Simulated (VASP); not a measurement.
Cs, 2 atoms in the cell. It takes space group Im-3m (No. 229, cubic). Conventional cell: a = 6.045 Å, b = 6.045 Å, c = 6.045 Å, α = 90.00°, β = 90.00°, γ = 90.00°. 

| Item | Value |
| --- | --- |
| Program | VASP 6.6.1 |
| Task | single point |
| Functional | PBEsol |
| Potentials or basis | VASP PAW PBE potentials, release 64 (Cs_sv) |
| Cutoff | 520 eV |
| k mesh | 6 × 6 × 6 |
| Occupations | fermi-dirac, width 0.08 eV |
| Spin | no spin polarisation |
| Dipole correction | no |
| Further INCAR settings | ALGO = Normal; EDIFF = 1e-06; NBANDS = 16 |

Potentials or basis: VASP PAW PBE potentials, release 64 (Cs_sv).

Command:

```sh
$ cat potpaw_PBE.64/Cs_sv/POTCAR > POTCAR
$ mpirun -np 1 vasp_std > vasp.out
```

Hardware: 1 thread of AMD EPYC 9R45 96-Core Processor (Zen 5), with other jobs on the host.

Task: How long does it take, and how much memory?

Result: It took 26 s on 1 thread of AMD EPYC 9R45 96-Core Processor (Zen 5) (shared host), peak memory 0.29 GiB. Counts: scf iterations 10, k points 20.
